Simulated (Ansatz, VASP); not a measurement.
**CrAgO2: VASP beside Ansatz**

```
CELL_PARAMETERS angstrom
1.49250 0.86170 6.17000
-1.49250 0.86170 6.17000
0.00000 -1.72339 6.17000
ATOMIC_POSITIONS crystal
Cr 0.50000 0.50000 0.50000
Ag 0.00000 0.00000 0.00000
O 0.11190 0.11190 0.11190
O 0.88810 0.88810 0.88810
```

Alike in both runs: task single point; functional LDA; k mesh 7 × 7 × 7; occupations gaussian, width 0.05 eV; collinear spin; Hubbard terms Cr d U = 5.0 eV.

|  | VASP | Ansatz |
| --- | --- | --- |
| version | VASP 6.6.1 | Ansatz 0.2.0 |
| potentials or method | VASP PAW LDA potentials, release 64 (Cr_pv, Ag, O), cutoff 600 eV | scalar-relativistic, plane waves, PAW |
| valence electrons in the cell | 35 | 45 |

Ansatz gave:

| Item | Value |
| --- | --- |
| gap on the k mesh at the Fermi level (eV) | 1.71 |
| least direct gap on the mesh (eV) | 2.50 |
| pressure (GPa) | -5.9 |
| traceless stress, the component that is largest in VASP (GPa) | -3.14 |
| rms of the force components (eV/Å) | 0.116 |
| net moment per atom (μB) | 0.75 |
| size of the moment on the site where the two differ most (μB) | 2.53 |

**Question.** What did VASP give for the same quantities?

**Answer.** gap on the k mesh at the Fermi level (eV): 1.79; least direct gap on the mesh (eV): 2.67; pressure (GPa): -4.0; traceless stress, the component that is largest in VASP (GPa): -3.16; rms of the force components (eV/Å): 0.026; net moment per atom (μB): 0.75; size of the moment on the site where the two differ most (μB): 2.98.

LDA's correlation is that of Perdew and Zunger in VASP and of Perdew and Wang (1992) in Ansatz. Site moments also hang on the region over which each program counts them. The programs project onto different local orbitals, so the same U acts differently, and such runs can settle in different states. Atom by atom the forces differ by 0.091 eV/Å (rms over components). VASP's potentials hold 35 valence electrons a cell and Ansatz's 45, so a difference there can come from the potentials and not from the codes.
